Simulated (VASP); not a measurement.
# TiSi16 (a cell with a defect) in VASP: relaxation of the atoms with PBE

Aim: the relaxation of the atoms of TiSi16 (a cell with a defect) with PBE.

Program: VASP 6.6.1. These are calculated values, not measurements. Logs are shortened: lines on timing, memory, paths and dates and some standing lists are left out, and cuts for length are marked.

## Step 1: The cell of the first run

The cell holds a defect, 17 atoms: a = 7.679 Å, b = 7.679 Å, c = 7.679 Å, α = 60.00°, β = 60.00°, γ = 60.00°.

## Step 2: Relaxation of the atoms, PBE

Contents of INCAR:

```
SYSTEM = TiSi16
ALGO = Normal
EDIFF = 1E-6
EDIFFG = -0.03
ENCUT = 520
GGA = PE
IBRION = 2
ISIF = 2
ISMEAR = 0
LASPH = .TRUE.
LCHARG = .FALSE.
LREAL = Auto
LWAVE = .FALSE.
NELM = 100
NSW = 80
PREC = Accurate
SIGMA = 0.02
```

Contents of KPOINTS:

```
k-points
0
G
  2 2 2
  0 0 0
```

Contents of POSCAR:

```
TiSi16
1.0
    0.0000000000      5.4300000000      5.4300000000
    5.4300000000      0.0000000000      5.4300000000
    5.4300000000      5.4300000000      0.0000000000
Si Ti
16 1
Direct
    0.0000000000      0.0000000000      0.0000000000
    0.1250000000      0.1250000000      0.1250000000
    0.0000000000      0.0000000000      0.5000000000
    0.1250000000      0.1250000000      0.6250000000
    0.0000000000      0.5000000000      0.0000000000
    0.1250000000      0.6250000000      0.1250000000
    0.0000000000      0.5000000000      0.5000000000
    0.1250000000      0.6250000000      0.6250000000
    0.5000000000      0.0000000000      0.0000000000
    0.6250000000      0.1250000000      0.1250000000
    0.5000000000      0.0000000000      0.5000000000
    0.6250000000      0.1250000000      0.6250000000
    0.5000000000      0.5000000000      0.0000000000
    0.6250000000      0.6250000000      0.1250000000
    0.5000000000      0.5000000000      0.5000000000
    0.6250000000      0.6250000000      0.6250000000
    0.8751099000      0.8800401000      0.3810809000
```

Potentials or basis: VASP PAW PBE potentials, release 64 (Si, Ti_sv).

Started as:

```console
$ cat potpaw_PBE.64/Si/POTCAR potpaw_PBE.64/Ti_sv/POTCAR > POTCAR
$ mpirun -np 1 vasp_std > vasp.out
```

OUTCAR:

```text
SYSTEM = TiSi16
   EDIFF = 1E-6
   EDIFFG = -0.03
   ENCUT = 520
   GGA = PE
   IBRION = 2
   ISIF = 2
   ISMEAR = 0
   LASPH = .TRUE.
   LREAL = Auto
   NELM = 100
   NSW = 80
   PREC = Accurate

 ion  position               nearest neighbor table
   1  0.000  0.000  0.000-   2 2.35   4 2.35   6 2.35  10 2.35  17 2.39
   2  0.125  0.125  0.125-   1 2.35   3 2.35   5 2.35   9 2.35  17 2.69
   3  0.000  0.000  0.500-  17 2.28   4 2.35   8 2.35  12 2.35   2 2.35
   4  0.125  0.125  0.625-   1 2.35   3 2.35   7 2.35  11 2.35
   5  0.000  0.500  0.000-   2 2.35   6 2.35   8 2.35  14 2.35
   6  0.125  0.625  0.125-   1 2.35   5 2.35   7 2.35  13 2.35  17 2.78
   7  0.000  0.500  0.500-   4 2.35   6 2.35   8 2.35  16 2.35  17 2.38
   8  0.125  0.625  0.625-   3 2.35   5 2.35   7 2.35  15 2.35  17 2.68
   9  0.500  0.000  0.000-   2 2.35  10 2.35  12 2.35  14 2.35
  10  0.625  0.125  0.125-   1 2.35   9 2.35  11 2.35  13 2.35  17 2.75
  11  0.500  0.000  0.500-   4 2.35  10 2.35  12 2.35  16 2.35  17 2.35
  12  0.625  0.125  0.625-   3 2.35   9 2.35  11 2.35  15 2.35  17 2.65
  13  0.500  0.500  0.000-   6 2.35  10 2.35  14 2.35  16 2.35
  14  0.625  0.625  0.125-   5 2.35   9 2.35  13 2.35  15 2.35
  15  0.500  0.500  0.500-   8 2.35  12 2.35  14 2.35  16 2.35
  16  0.625  0.625  0.625-   7 2.35  11 2.35  13 2.35  15 2.35  17 2.74
  17  0.875  0.880  0.381-   3 2.28  11 2.35   7 2.38   1 2.39  12 2.65   8 2.68   2 2.69  16 2.74
                            10 2.75   6 2.78

  LATTYP: Found a face centered cubic cell.
 ALAT       =    10.8600000000

  Lattice vectors:

 A1 = (   0.0000000000,   5.4300000000,   5.4300000000)
 A2 = (   5.4300000000,   0.0000000000,   5.4300000000)
 A3 = (   5.4300000000,   5.4300000000,   0.0000000000)

Analysis of symmetry for initial positions (statically):
=====================================================================
 Subroutine PRICEL returns:
 Original cell was already a primitive cell.

 Routine SETGRP: Setting up the symmetry group for a
 face centered cubic supercell.

 Subroutine GETGRP returns: Found  1 space group operations
 (whereof  1 operations were pure point group operations)
 out of a pool of 48 trial point group operations.

The static configuration has the point symmetry C_1 .

Analysis of symmetry for dynamics (positions and initial velocities):
=====================================================================
 Subroutine PRICEL returns:
 Original cell was already a primitive cell.

 Routine SETGRP: Setting up the symmetry group for a
 face centered cubic supercell.

 Subroutine GETGRP returns: Found  1 space group operations
 (whereof  1 operations were pure point group operations)
 out of a pool of 48 trial point group operations.

The dynamic configuration has the point symmetry C_1 .

 Subroutine INISYM returns: Found  1 space group operations
 (whereof  1 operations are pure point group operations),
 and found     1 'primitive' translations

----------------------------------------------------------------------------------------

                                     Primitive cell

  volume of cell :     320.2060

  direct lattice vectors                    reciprocal lattice vectors
     0.000000000  5.430000000  5.430000000    -0.092081031  0.092081031  0.092081031
     5.430000000  0.000000000  5.430000000     0.092081031 -0.092081031  0.092081031
     5.430000000  5.430000000  0.000000000     0.092081031  0.092081031 -0.092081031

  length of vectors
     7.679179644  7.679179644  7.679179644     0.159489025  0.159489025  0.159489025

  position of ions in fractional coordinates (direct lattice)
     0.000000000  0.000000000  0.000000000
     0.125000000  0.125000000  0.125000000
     0.000000000  0.000000000  0.500000000
     0.125000000  0.125000000  0.625000000
     0.000000000  0.500000000  0.000000000
     0.125000000  0.625000000  0.125000000
[... 9 lines left out ...]
     0.625000000  0.625000000  0.625000000
     0.875109900  0.880040100  0.381080900

  ion indices of the primitive-cell ions
   primitive index   ion index
                 1           1
                 2           2
                 3           3
                 4           4
                 5           5
                 6           6
[... 9 lines left out ...]
                16          16
                17          17

----------------------------------------------------------------------------------------

 KPOINTS: k-points

Automatic generation of k-mesh.
 Grid dimensions read from file:
 generate k-points for:    2    2    2

 Generating k-lattice:

  Cartesian coordinates                     Fractional coordinates (reciprocal lattice)
    -0.046040516  0.046040516  0.046040516     0.500000000  0.000000000  0.000000000
     0.046040516 -0.046040516  0.046040516     0.000000000  0.500000000  0.000000000
     0.046040516  0.046040516 -0.046040516     0.000000000  0.000000000  0.500000000

  Length of vectors
     0.079744512  0.079744512  0.079744512

  Shift w.r.t. Gamma in fractional coordinates (k-lattice)
     0.000000000  0.000000000  0.000000000

 Subroutine IBZKPT returns following result:
 ===========================================

 Found      8 irreducible k-points:

 Following reciprocal coordinates:
            Coordinates               Weight
  0.000000  0.000000  0.000000      1.000000
  0.500000  0.000000  0.000000      1.000000
  0.000000  0.500000  0.000000      1.000000
  0.000000  0.000000  0.500000      1.000000
  0.500000  0.500000  0.500000      1.000000
  0.500000  0.500000  0.000000      1.000000
  0.000000  0.500000  0.500000      1.000000
  0.500000  0.000000  0.500000      1.000000
   k-points           NKPTS =      8   k-points in BZ     NKDIM =      8   number of bands    NBANDS=     47
   number of dos      NEDOS =    301   number of ions     NIONS =     17
   total plane-waves  NPLWV = 216000
   dimension x,y,z NGX =    60 NGY =   60 NGZ =   60
   dimension x,y,z NGXF=   120 NGYF=  120 NGZF=  120
   ions per type =              16   1
   NGX,Y,Z   is equivalent  to a cutoff of  12.99, 12.99, 12.99 a.u.
   NGXF,Y,Z  is equivalent  to a cutoff of  25.98, 25.98, 25.98 a.u.
 SYSTEM =  TiSi16
   PREC   = accura    normal or accurate (medium, high low for compatibility)
   ISTART =      0    job   : 0-new  1-cont  2-samecut
   ICHARG =      2    charge: 1-file 2-atom 10-const
   ISPIN  =      1    spin polarized calculation?
   LNONCOLLINEAR =      F non collinear calculations
   LSORBIT =      F    spin-orbit coupling
   LASPH  =      T    aspherical Exc in radial PAW
   ENCUT  =  520.0 eV  38.22 Ry    6.18 a.u.  14.28 14.28 14.28*2*pi/ulx,y,z
   NELM   =    100;   NELMIN=  2; NELMDL= -5     # of ELM steps
   EDIFF  = 0.1E-05   stopping-criterion for ELM
   LREAL  =      T    real-space projection
   EDIFFG = -.3E-01   stopping-criterion for IOM
   NSW    =     80    number of steps for IOM
   IBRION =      2    ionic relax: 0-MD 1-quasi-New 2-CG
   NFREE  =      1    steps in history (QN), initial steepest desc. (CG)
   ISIF   =      2    stress and relaxation
   ISYM   =      2    0-nonsym 1-usesym 2-fastsym
   POTIM  = 0.5000    time-step for ionic-motion
   TEBEG  =    0.0;   TEEND  =   0.0 temperature during run
   PSTRESS=    0.0 pullay stress
   NELECT =      76.0000    total number of electrons
   NUPDOWN=      -1.0000    fix difference up-down
   EMIN   =  10.00;   EMAX   =-10.00  energy-range for DOS
   EFERMI =   0.00;   METHOD = LEGACY
   ISMEAR =     0;   SIGMA  =   0.02  broadening in eV -4-tet -1-fermi 0-gaus
   EFERMI_NEDOS =   21; number of points for ismear=-14 and -15
   IALGO  =     38    algorithm
   IMIX   =      4    mixing-type and parameters
     AMIX     =   0.40;   BMIX     =  1.00
     AMIX_MAG =   1.60;   BMIX_MAG =  1.00
  volume/ion in A,a.u.               =      18.84       127.11
  Fermi-wavevector in a.u.,A,eV,Ry     =   1.013607  1.915439 13.978610  1.027399
  Thomas-Fermi vector in A             =   2.146786
   LORBIT       =      0    0 simple, 1 ext, 2 COOP (PROOUT), +10 PAW based schemes
   GGA     = PE    functional components
   LHFCALC =     F    Hartree Fock is set to
   AEXX    =    0.0000 exact exchange contribution
   IVDW    =     0    specifies the selected vdW correction
   LEPSILON=     F    determine dielectric tensor
   LRPA    =     F    only Hartree local field effects (RPA)
 conjugate gradient relaxation of ions
 non-spin polarized calculation
 Gauss-broadening in eV      SIGMA  =   0.02
  energy-cutoff  :      520.00
  volume of cell :      320.21
 maximum number of plane-waves:      8646
 NGX is ok and might be reduce to    60
   NGX = 29   NGY = 29   NGZ = 29

--------------------------------------- Ionic step        1  -------------------------------------------

 number of electron      76.0000004 magnetization

 Free energy of the ion-electron system (eV)
  ---------------------------------------------------
  ext. energy  EPLUGINS =         0.00000000
  ---------------------------------------------------
  free energy    TOTEN  =       -91.76762224 eV

  energy without entropy =      -91.75322159  energy(sigma->0) =      -91.76042192

------------------------ aborting loop because EDIFF is reached ----------------------------------------

  FORCE on cell =-STRESS in cart. coord.  units (eV):
  Direction    XX          YY          ZZ          XY          YZ          ZX
  --------------------------------------------------------------------------------------
  -------------------------------------------------------------------------------------
  Total        9.9213607      9.9820654      9.9855444      0.3025520      0.7548237      0.3817830
  in kB       49.6423507     49.9460917     49.9634990      1.5138440      3.7768230      1.9102830
  external PRESSURE =      49.8506471 kB  Pullay stress =       0.0000000 kB
[... 342 lines left out ...]
  energy  without entropy=      -92.1973539440  energy(sigma->0) =      -92.20000611

--------------------------------------- Ionic step        8  -------------------------------------------

 number of electron      75.9999998 magnetization

 Free energy of the ion-electron system (eV)
  ---------------------------------------------------
  ext. energy  EPLUGINS =         0.00000000
  ---------------------------------------------------
  free energy    TOTEN  =       -92.20286072 eV

  energy without entropy =      -92.19764713  energy(sigma->0) =      -92.20025392

 E-fermi :   6.9438     XC(G=0):  -9.7514

 val. band max:        6.8922792889   @ k =   0.0000   0.5000   0.5000
 cond. band min:       6.9530621512   @ k =   0.0000   0.5000   0.0000
 fundamental gap:      0.0607828623
 Fermi energy:         6.9437659755

 k-point     1 :       0.0000    0.0000    0.0000
  band No.  band energies     occupation
      1     -49.8834      2.00000
      2     -26.2662      2.00000
      3     -26.2535      2.00000
      4     -26.2465      2.00000
      5      -5.7205      2.00000
      6      -3.5124      2.00000
[... 433 lines left out ...]
  FREE ENERGIE OF THE ION-ELECTRON SYSTEM (eV)
  ---------------------------------------------------
  free  energy   TOTEN  =       -92.2028607182 eV

  energy  without entropy=      -92.1976471266  energy(sigma->0) =      -92.20025392

 reached required accuracy - stopping structural energy minimisation
```

Run time: 30 min. Hardware: 1 thread of Oxide Virtual Turin-like, shared host; peak memory 0.53 GiB.

What came out:

```
Free energy                  : -92.2029 eV
Energy gained by relaxing    : 25.6 meV/atom
Ionic steps                  : 8
Pressure after relaxing      : 4.0 GPa
Largest force after relaxing : 0.020 eV/Å
Band gap on the k mesh       : zero (bands 38 and 39 overlap by 0.42 eV)
```

Forces in eV/Å, atoms in the order of the input:
```
Si  -0.004 -0.007  0.005
Si   0.012  0.014 -0.006
Si  -0.001  0.001  0.001
Si   0.016  0.006  0.007
Si  -0.008 -0.001  0.000
Si  -0.005 -0.001 -0.003
Si  -0.004  0.004 -0.007
Si   0.012 -0.007  0.013
Si  -0.002 -0.009  0.003
Si   0.002 -0.002 -0.008
Si  -0.002 -0.001 -0.001
Si  -0.015  0.008  0.008
Si  -0.004 -0.002 -0.001
Si  -0.003 -0.002 -0.001
Si  -0.002  0.003 -0.009
Si   0.001 -0.007 -0.002
Ti   0.007  0.003  0.002
```

The path:
```
step  energy change (eV)  largest force (eV/Å)  pressure (GPa)
   1              0.0000                2.4911            4.99
   2             -0.4133                0.8641            4.01
   3             -0.4178                0.5617            4.04
   4             -0.4311                0.2379            4.01
   5             -0.4330                0.1077            4.01
   6             -0.4349                0.0511            4.03
   7             -0.4350                0.0423            4.03
   8             -0.4352                0.0196            4.03
```

Final structure:
```xyz
17
Lattice="0.0000 5.4300 5.4300 5.4300 0.0000 5.4300 5.4300 5.4300 0.0000" Properties=species:S:1:pos:R:3 pbc="T T T"
Si    5.3895    5.3890    0.0418
Si    1.3630    1.3629    1.3929
Si    2.7674    2.7681    0.0531
Si    4.0859    4.0795    1.3632
Si    2.7338    5.4152    8.1299
Si    4.0396    1.3582    4.0725
Si    5.3888    2.7574    2.6732
Si    6.7927    4.1080    4.0775
Si    5.4153    2.7338    8.1289
Si    1.3598    4.0388    4.0710
Si    2.7607    5.3844    2.6694
Si    4.1082    6.7911    4.0760
Si    2.7318    2.7308    5.4456
Si    4.0716    4.0721    6.7872
Si    5.4151    5.4140    5.4488
Si    6.7895    6.7863    6.7536
Ti    6.7951    6.7914    9.5057
```

Caveat: the k points lie up to 0.50 Å⁻¹ apart.

The gap in the log of VASP goes by the Fermi energy; the results here count the filled bands.